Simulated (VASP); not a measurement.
Crystal: Na.

```xyz
1
Lattice="-1.7939 1.7939 1.7939 1.7939 -1.7939 1.7939 1.7939 1.7939 -1.7939" Properties=species:S:1:pos:R:3 pbc="T T T"
Na    0.0000    0.0000    0.0000
```

```yaml
Program: VASP 6.6.1
Task: relaxation of cell and atoms
Functional: r2SCAN
Potentials_or_basis: VASP PAW PBE potentials, release 64 (Na_pv)
Cutoff: 600 eV
k_mesh: 8 × 8 × 8
Occupations: gaussian, width 0.1 eV
Spin: no spin polarisation
```

At the start: pressure 9.2 GPa; volume 23.09 Å³/atom.

Task: How do energy, volume and symmetry change on relaxing?

Result: Over 5 steps the energy falls by 278.9 meV/atom and the volume is 38.04 Å³/atom (+64.7 %); space group Im-3m (No. 229, to 0.1 Å) before and after.

The path:
```
step  energy change (eV)  largest force (eV/Å)  pressure (GPa)  volume (Å³)
   1              0.0000                0.0000            9.21        23.09
   2             -0.1852                0.0000            4.06        27.82
   3             -0.2709                0.0000            0.87        33.90
   4             -0.2782                0.0000            0.32        36.25
   5             -0.2789                0.0000           -0.10        38.04
```

Final structure:
```xyz
1
Lattice="-2.1186 2.1186 2.1186 2.1186 -2.1186 2.1186 2.1186 2.1186 -2.1186" Properties=species:S:1:pos:R:3 pbc="T T T"
Na    0.0000    0.0000    0.0000
```

Caveat: the volume moved by over 15 % at a fixed basis, so the end points are rough; the PAW data sets were made with another functional, which shifts forces and pressure a little.
